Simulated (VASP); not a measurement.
**V: single point with BLYP**

V:

```xyz
1
Lattice="2.5718 0.0000 0.0000 0.0000 2.5718 0.0000 0.0000 0.0000 2.5718" Properties=species:S:1:pos:R:3 pbc="T T T"
V     0.0000    0.0000    0.0000
```

This cell differs from its parent crystal: volume scaled by 1.12.

```json
{"Program": "VASP 6.6.1", "Task": "single point", "Functional": "BLYP", "Potentials or basis": "VASP PAW PBE potentials, release 64 (V_sv)", "Cutoff": "520 eV", "k mesh": "14 × 14 × 14", "Occupations": "fermi-dirac, width 0.1 eV", "Spin": "no spin polarisation", "Dipole correction": "no", "Further INCAR settings": "ALGO = Normal; EDIFF = 1e-07; NBANDS = 12"}
```

The pressure is -10.6 GPa.

Levels at points of the mesh, in eV from the Fermi level:
```csv
k point,band 4,band 5,band 6,band 7,band 8,band 9,band 10,band 11
"(0.00, 0.00, 0.00)",-37.30,-5.77,-1.81,-1.81,2.91,2.91,2.91,16.68
"(0.50, 0.00, 0.00)",-37.24,-2.13,-1.19,-0.01,1.31,1.31,3.05,6.43
"(0.50, 0.50, 0.00)",-37.19,-2.76,-0.73,1.65,1.65,3.85,5.42,5.42
"(0.50, 0.50, 0.50)",-37.81,-1.48,-1.48,-1.48,3.94,3.94,10.53,11.52
```

Run time: 38 s on 1 thread of AMD EPYC 9R45, with other jobs on the host, peak memory 0.11 GiB.

Caveat: the PAW data sets were made with another functional, which shifts forces and pressure a little.
